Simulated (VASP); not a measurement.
A run of VASP 6.6.1 is set up as follows.

POSCAR

```
TiAl
1.0
    3.0980848180      0.0000000000      0.0000000000
   -1.5490424090      2.6830201555      0.0000000000
    0.0000000000      0.0000000000      5.0045769741
Ti Al
1 1
Direct
    0.0000000000      0.0000000000      0.0000000000
    0.3333333333      0.6666666667      0.5000000000
```

INCAR.step1

```
  PREC = Accurate
  ENCUT = 520
  ISMEAR = 0
  SIGMA = 0.15
  LREAL = False
  LASPH = True
  NELM = 100
  NBANDS = 14
  GGA = PE
  ALGO = Normal
  EDIFF = 1E-4
  LWAVE = True
  LCHARG = False
```

File INCAR.step2:

```
  PREC = Accurate
  ENCUT = 520
  EDIFF = 1E-6
  ISMEAR = 0
  SIGMA = 0.15
  LREAL = False
  LASPH = True
  NELM = 100
  ALGO = Normal
  ISIF = 2
  LWAVE = False
  LCHARG = False
  METAGGA = R2SCAN
  LMIXTAU = True
  NBANDS = 14
  ISTART = 1
```

The input KPOINTS:

```
Automatic mesh
0
Gamma
  24 24 14
```

Potentials or basis: VASP PAW PBE potentials, release 64 (Ti_sv, Al).

Run with:

```bash
$ cat potpaw_PBE.64/Ti_sv/POTCAR potpaw_PBE.64/Al/POTCAR > POTCAR
$ cp INCAR.step1 INCAR
$ mpirun -np 1 vasp_std > vasp.out
$ cp INCAR.step2 INCAR
$ mpirun -np 1 vasp_std > vasp.out
```

Problem. Estimate the pressure.

Solution. -16.7 GPa.

Problem. Predict the band gap on the k mesh.

Solution. Zero (an odd number of electrons rules out a gap without spin polarisation).

Stress tensor (GPa, compression positive):
```
-15.89   0.00   0.00
  0.00 -15.89   0.00
  0.00   0.00 -18.36
```

Caveat: the cell differs from its parent crystal (strain +0.080 along x and y, +0.080 along z); the cell stands under tension; the PAW data sets were made with another functional, which shifts forces and pressure a little.
